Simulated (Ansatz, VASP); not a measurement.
# One calculation of CdS, two programs

INCAR

```
SYSTEM = CdS
  PREC = Accurate
  ENCUT = 520
  EDIFF = 1E-6
  ISMEAR = -1
  SIGMA = 0.02
  LREAL = .False.
  LASPH = .True.
  NELM = 60
  ALGO = Normal
  ISIF = 2
  LWAVE = .False.
  LCHARG = .False.
  GGA = PE
  NBANDS = 16
```

Contents of KPOINTS:

```
Automatic mesh
0
Gamma
  7 7 7
  0 0 0
```

POSCAR

```
CdS
1.0
    0.0000000000      2.9429534649      2.9723829996
    2.9429534649      0.0000000000      2.9723829996
    2.9429534649      2.9429534649      0.0000000000
Cd S
1 1
Direct
    0.0000000000      0.0000000000      0.0000000000
    0.7500000000      0.7500000000      0.7500000000
```

Input for Ansatz:

```yaml
crystal:
  lattice:
    - [0.0, 2.9429534649, 2.9723829996]
    - [2.9429534649, 0.0, 2.9723829996]
    - [2.9429534649, 2.9429534649, 0.0]
  atoms:
    - { symbol: Cd, position: [0.0, 0.0, 0.0] }
    - { symbol: S, position: [0.75, 0.75, 0.75] }
kpoints:
  mp_grid: { grid: [7, 7, 7] }
  band_path:
    path:
      - [0.0, 0.0, 0.0]
      - [0.5, 0.0, 0.5]
      - [0.75, 0.25, 0.5]
      - [0.5, 0.5, 0.5]
      - [0.0, 0.0, 0.0]
      - [0.5, 0.5, 0.0]
      - [0.6274629938, 0.6274629938, 0.2549259876]
      - [0.3725370062, 0.3725370062, 0.7450740124]
      - [0.0, 0.0, 0.0]
    npoints: 5
scf:
  occupations: { method: fermi_dirac, width: 0.02 }
hamiltonian:
  xc: pbe
  pseudopotentials: { kind: all_electron, lapw: { basis_error: 0.0005 } }
output:
  forces: true
  stress: true
  eigenvalues: true
```

Change from the starting cell: zz strain of +1 %.

Alike in both runs: task single point; functional PBE; k mesh 7 × 7 × 7; occupations fermi-dirac, width 0.02 eV; no spin polarisation.

|  | VASP | Ansatz |
| --- | --- | --- |
| version | VASP 6.6.1 | Ansatz 0.2.0 |
| potentials or method | VASP PAW PBE potentials, release 64 (Cd, S), cutoff 520 eV | all-electron LAPW, scalar-relativistic |

```csv
,VASP,Ansatz,Ansatz less VASP
gap on the k mesh at the Fermi level (eV),1.06,1.05,-0.003
pressure (GPa),0.9,0.6,-0.28
"traceless stress, the component that is largest in VASP (GPa)",-0.13,-0.13,-0.002
```

Ansatz ran all-electron here, and VASP with PAW potentials.
